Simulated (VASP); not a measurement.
**LiF (base): vibrations by perturbation theory with PBE**

The system is LiF (base).

```
Li F
1.0
     0.00000    2.03384    2.03384
     2.03384    0.00000    2.03384
     2.03384    2.03384    0.00000
Li F
1 1
Direct
  0.00000 0.00000 0.00000
  0.50000 0.50000 0.50000
```

* Program: VASP 6.6.1
* Task: vibrations by perturbation theory
* Functional: PBE
* Potentials or basis: VASP PAW PBE potentials, release 64 (Li_sv, F)
* Cutoff: 520 eV
* k mesh: 10 × 10 × 10
* Occupations: gaussian, width 0.01 eV
* Spin: no spin polarisation
* Dipole correction: no
* Further INCAR settings: ALGO = Normal; EDIFF = 1e-08; IBRION = 8; NSW = 1

- Electronic dielectric tensor (diagonal): 2.05
- Born charges (mean of the diagonal): Li +1.05; F -1.05 e
- Highest phonon frequency at Γ, LO-TO splitting left out: 272 cm⁻¹

Phonon frequencies in cm⁻¹ (negative: imaginary):
```
              q point           frequencies
(0.000, 0.000, 0.000)  -1 -1 -1 272 272 272
```

Electronic dielectric tensor:
```
2.05 0.00 0.00
0.00 2.05 0.00
0.00 0.00 2.05
```

Born effective charge tensors (e):
atom 1, Li
```
1.05 0.00 0.00
0.00 1.05 0.00
0.00 0.00 1.05
```
atom 2, F
```
-1.05  0.00  0.00
 0.00 -1.05  0.00
 0.00  0.00 -1.05
```

Run time: 3 min on 1 thread of Intel(R) Xeon(R) Platinum 8259CL CPU @ 2.50GHz (Skylake/Cascade Lake), with other jobs on the host, peak memory 0.17 GiB.
